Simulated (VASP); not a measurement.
# Zr3N2 (R-3c) in VASP: further runs, part 2 of 2

VASP 6.6.1.

### Step 3. Single point, r2SCAN (15.33 Å³/atom)

This run uses another cell than the first one, of 15.33 Å³/atom.

File POSCAR:

```
Zr3N2
1.0
    2.8788662386      1.6621141979      5.3391962839
   -2.8788662386      1.6621141979      5.3391962839
    0.0000000000     -3.3242283957      5.3391962839
Zr N
6 4
Direct
    0.4264179983      0.0735820017      0.7500000000
    0.0735820017      0.7500000000      0.4264179983
    0.7500000000      0.4264179983      0.0735820017
    0.2500000000      0.5735820017      0.9264179983
    0.9264179983      0.2500000000      0.5735820017
    0.5735820017      0.9264179983      0.2500000000
    0.3384942845      0.3384942845      0.3384942845
    0.1615057155      0.1615057155      0.1615057155
    0.8384942845      0.8384942845      0.8384942845
    0.6615057155      0.6615057155      0.6615057155
```

File INCAR.step1:

```
  PREC = Accurate
  ENCUT = 520
  ISMEAR = 0
  SIGMA = 0.1
  LREAL = False
  LASPH = True
  NELM = 80
  NBANDS = 57
  GGA = PE
  ALGO = Normal
  EDIFF = 1E-4
  LWAVE = True
  LCHARG = False
  LUSENCCL = False
```

File INCAR.step2:

```
  PREC = Accurate
  ENCUT = 520
  EDIFF = 1E-6
  ISMEAR = 0
  SIGMA = 0.1
  LREAL = False
  LASPH = True
  NELM = 80
  ALGO = Normal
  ISIF = 2
  LWAVE = False
  LCHARG = False
  METAGGA = R2SCAN
  LMIXTAU = True
  NBANDS = 57
  ISTART = 1
  LUSENCCL = False
```

File KPOINTS:

```
Automatic mesh
0
Gamma
  12 12 12
```

Potentials or basis: VASP PAW PBE potentials, release 64 (Zr_sv, N).

On the command line:

```
$ cat potpaw_PBE.64/Zr_sv/POTCAR potpaw_PBE.64/N/POTCAR > POTCAR
$ cp INCAR.step1 INCAR
$ mpirun -np 1 vasp_std > vasp.out
$ cp INCAR.step2 INCAR
$ mpirun -np 1 vasp_std > vasp.out
```

OUTCAR:

```text
PREC = Accurate
   ENCUT = 520
   EDIFF = 1E-6
   ISMEAR = 0
   LREAL = False
   LASPH = True
   NELM = 80
   ISIF = 2
   METAGGA = R2SCAN
   ISTART = 1

 ion  position               nearest neighbor table
   1  0.426  0.074  0.750-   7 2.32   8 2.32   9 2.34  10 2.34   2 3.23   3 3.23   6 3.26   6 3.26
                             4 3.30   5 3.30   4 3.30   5 3.30   3 3.37   2 3.37   3 3.37   2 3.37
   2  0.074  0.750  0.426-   7 2.32   8 2.32   9 2.34  10 2.34   1 3.23   3 3.23   5 3.26   5 3.26
                             6 3.30   4 3.30   4 3.30   6 3.30   1 3.37   3 3.37   3 3.37   1 3.37
   3  0.750  0.426  0.074-   8 2.32   7 2.32  10 2.34   9 2.34   1 3.23   2 3.23   4 3.26   4 3.26
                             6 3.30   5 3.30   5 3.30   6 3.30   1 3.37   2 3.37   2 3.37   1 3.37
   4  0.250  0.574  0.926-   9 2.32  10 2.32   7 2.34   8 2.34   6 3.23   5 3.23   3 3.26   3 3.26
                             1 3.30   2 3.30   2 3.30   1 3.30   6 3.37   5 3.37   5 3.37   6 3.37
   5  0.926  0.250  0.574-  10 2.32   9 2.32   8 2.34   7 2.34   6 3.23   4 3.23   2 3.26   2 3.26
                             1 3.30   3 3.30   3 3.30   1 3.30   6 3.37   4 3.37   4 3.37   6 3.37
   6  0.574  0.926  0.250-   9 2.32  10 2.32   7 2.34   8 2.34   4 3.23   5 3.23   1 3.26   1 3.26
                             3 3.30   2 3.30   2 3.30   3 3.30   4 3.37   5 3.37   4 3.37   5 3.37
   7  0.338  0.338  0.338-   2 2.32   1 2.32   3 2.32   6 2.34   4 2.34   5 2.34
   8  0.162  0.162  0.162-   3 2.32   1 2.32   2 2.32   6 2.34   5 2.34   4 2.34
   9  0.838  0.838  0.838-   4 2.32   6 2.32   5 2.32   1 2.34   2 2.34   3 2.34
  10  0.662  0.662  0.662-   5 2.32   6 2.32   4 2.32   1 2.34   3 2.34   2 2.34

  LATTYP: Found a trigonal (rhomboedric) cell.
 ALAT       =     6.2894762409
 COS(alpha) =     0.5809710707

  Lattice vectors:

 A1 = (   2.8788662386,   1.6621141979,   5.3391962839)
 A2 = (  -2.8788662386,   1.6621141979,   5.3391962839)
 A3 = (   0.0000000000,  -3.3242283957,   5.3391962839)

Analysis of symmetry for initial positions (statically):
=====================================================================
 Subroutine PRICEL returns:
 Original cell was already a primitive cell.

 Routine SETGRP: Setting up the symmetry group for a
 trigonal (rhombohedral) supercell.

 Subroutine GETGRP returns: Found 12 space group operations
 (whereof  6 operations were pure point group operations)
 out of a pool of 12 trial point group operations.

The static configuration has the point symmetry S_6 .
 The point group associated with its full space group is D_3d.

Analysis of symmetry for dynamics (positions and initial velocities):
=====================================================================
 Subroutine PRICEL returns:
 Original cell was already a primitive cell.

 Routine SETGRP: Setting up the symmetry group for a
 trigonal (rhombohedral) supercell.

 Subroutine GETGRP returns: Found 12 space group operations
 (whereof  6 operations were pure point group operations)
 out of a pool of 12 trial point group operations.

The dynamic configuration has the point symmetry S_6 .
 The point group associated with its full space group is D_3d.

 Subroutine INISYM returns: Found 12 space group operations
 (whereof  6 operations are pure point group operations),
 and found     1 'primitive' translations

----------------------------------------------------------------------------------------

                                     Primitive cell

  volume of cell :     153.2885

  direct lattice vectors                    reciprocal lattice vectors
     2.878866239  1.662114198  5.339196284     0.173679483  0.100273896  0.062431369
    -2.878866239  1.662114198  5.339196284    -0.173679483  0.100273896  0.062431369
     0.000000000 -3.324228396  5.339196284     0.000000000 -0.200547793  0.062431369
[... 92 lines left out ...]
   ISTART =      1    job   : 0-new  1-cont  2-samecut
   ICHARG =      0    charge: 1-file 2-atom 10-const
   ISPIN  =      1    spin polarized calculation?
   LNONCOLLINEAR =      F non collinear calculations
   LSORBIT =      F    spin-orbit coupling
   LASPH  =      T    aspherical Exc in radial PAW
   ENCUT  =  520.0 eV  38.22 Ry    6.18 a.u.  11.69 11.69 11.69*2*pi/ulx,y,z
   NELM   =     80;   NELMIN=  2; NELMDL=  0     # of ELM steps
   EDIFF  = 0.1E-05   stopping-criterion for ELM
   LREAL  =      F    real-space projection
   EDIFFG = 0.1E-04   stopping-criterion for IOM
   NSW    =      0    number of steps for IOM
   IBRION =     -1    ionic relax: 0-MD 1-quasi-New 2-CG
   NFREE  =      0    steps in history (QN), initial steepest desc. (CG)
   ISIF   =      2    stress and relaxation
   ISYM   =      2    0-nonsym 1-usesym 2-fastsym
   POTIM  = 0.5000    time-step for ionic-motion
   TEBEG  =    0.0;   TEEND  =   0.0 temperature during run
   PSTRESS=    0.0 pullay stress
   NELECT =      92.0000    total number of electrons
   NUPDOWN=      -1.0000    fix difference up-down
   EMIN   =  10.00;   EMAX   =-10.00  energy-range for DOS
   EFERMI =   0.00;   METHOD = LEGACY
   ISMEAR =     0;   SIGMA  =   0.10  broadening in eV -4-tet -1-fermi 0-gaus
   EFERMI_NEDOS =   21; number of points for ismear=-14 and -15
   IALGO  =     38    algorithm
   IMIX   =      4    mixing-type and parameters
     AMIX     =   0.40;   BMIX     =  1.00
     AMIX_MAG =   1.60;   BMIX_MAG =  1.00
  volume/ion in A,a.u.               =      15.33       103.44
  Fermi-wavevector in a.u.,A,eV,Ry     =   1.380917  2.609555 25.945386  1.906932
  Thomas-Fermi vector in A             =   2.505750
   LORBIT       =      0    0 simple, 1 ext, 2 COOP (PROOUT), +10 PAW based schemes
   METAGGA = R2SCAN    functional components
   LHFCALC =     F    Hartree Fock is set to
   AEXX    =    0.0000 exact exchange contribution
   IVDW    =     0    specifies the selected vdW correction
   LEPSILON=     F    determine dielectric tensor
   LRPA    =     F    only Hartree local field effects (RPA)
 non-spin polarized calculation
 Gauss-broadening in eV      SIGMA  =   0.10
  energy-cutoff  :      520.00
  volume of cell :      153.29
 maximum number of plane-waves:      4159
   NGX = 23   NGY = 23   NGZ = 23

 number of electron      92.0000001 magnetization

 Free energy of the ion-electron system (eV)
  ---------------------------------------------------
  ext. energy  EPLUGINS =         0.00000000
  ---------------------------------------------------
  free energy    TOTEN  =      -188.89078487 eV

  energy without entropy =     -188.87160103  energy(sigma->0) =     -188.88119295

 E-fermi :   9.5582     XC(G=0): -12.5312

 val. band max:        9.5552292075   @ k =  -0.3333   0.2500   0.0833
 cond. band min:       9.5608489709   @ k =  -0.3333  -0.3333   0.0833
 fundamental gap:      0.0056197634
 Fermi energy:         9.5581606498

 k-point     1 :       0.0000    0.0000    0.0000
  band No.  band energies     occupation
      1     -41.0308      2.00000
      2     -40.9131      2.00000
      3     -40.8965      2.00000
      4     -40.8965      2.00000
      5     -40.8889      2.00000
      6     -40.8889      2.00000
[... 1429 lines left out ...]
     56      13.2604      0.00000
     57      13.4864      0.00000

 [... further k-points ...]

------------------------ aborting loop because EDIFF is reached ----------------------------------------

  FORCE on cell =-STRESS in cart. coord.  units (eV):
  Direction    XX          YY          ZZ          XY          YZ          ZX
  --------------------------------------------------------------------------------------
  -------------------------------------------------------------------------------------
  Total      -10.0501973    -10.0501973    -10.1004184      0.0000000     -0.0000000      0.0000000
  in kB     -105.0450728   -105.0450728   -105.5699860      0.0000000     -0.0000000      0.0000000
  external PRESSURE =    -105.2200438 kB  Pullay stress =       0.0000000 kB

 VOLUME and BASIS-vectors are now :
 -----------------------------------------------------------------------------
  energy-cutoff  :      520.00
  volume of cell :      153.29
      direct lattice vectors                 reciprocal lattice vectors
     2.878866239  1.662114198  5.339196284     0.173679483  0.100273896  0.062431369
    -2.878866239  1.662114198  5.339196284    -0.173679483  0.100273896  0.062431369
     0.000000000 -3.324228396  5.339196284     0.000000000 -0.200547793  0.062431369

 POSITION                                       TOTAL-FORCE (eV/Angst)
 -----------------------------------------------------------------------------------
      1.01577     -1.66211      6.67400        -0.007531      0.000000     -0.000000
     -1.94732     -0.04862      6.67400         0.003766      0.006522     -0.000000
      0.93155      1.71074      6.67400         0.003766     -0.006522     -0.000000
     -0.93155     -1.71074      9.34359        -0.003766      0.006522     -0.000000
      1.94732      0.04862      9.34359        -0.003766     -0.006522     -0.000000
     -1.01577      1.66211      9.34359         0.007531      0.000000     -0.000000
      0.00000      0.00000      5.42186         0.000000      0.000000      0.001892
      0.00000      0.00000      2.58693         0.000000     -0.000000     -0.001892
      0.00000      0.00000     13.43066         0.000000      0.000000      0.001892
      0.00000      0.00000     10.59573         0.000000     -0.000000     -0.001892
 -----------------------------------------------------------------------------------
    total drift:                               -0.000000      0.000000     -0.000000

  FREE ENERGIE OF THE ION-ELECTRON SYSTEM (eV)
  ---------------------------------------------------
  free  energy   TOTEN  =      -188.8907848669 eV

  energy  without entropy=     -188.8716010285  energy(sigma->0) =     -188.88119295
```

Wall time 30 min (1 × NVIDIA H100 80GB with 1 thread of AMD EPYC 7R13 (Zen 3), shared host); peak memory 2.2 GiB.

Results:

```
Free energy            : -188.8908 eV
Pressure               : -10.5 GPa
Largest force          : 0.008 eV/Å
Band gap on the k mesh : zero (bands 46 and 47 overlap by 0.57 eV)
```

Forces on the atoms (eV/Å):
```
Zr  -0.008  0.000  0.000
Zr   0.004  0.007  0.000
Zr   0.004 -0.007  0.000
Zr  -0.004  0.007  0.000
Zr  -0.004 -0.007  0.000
Zr   0.008  0.000  0.000
N    0.000  0.000  0.002
N    0.000  0.000 -0.002
N    0.000  0.000  0.002
N    0.000  0.000 -0.002
```

Caveat: the cell stands under tension; the PAW data sets were made with another functional, which shifts forces and pressure a little.
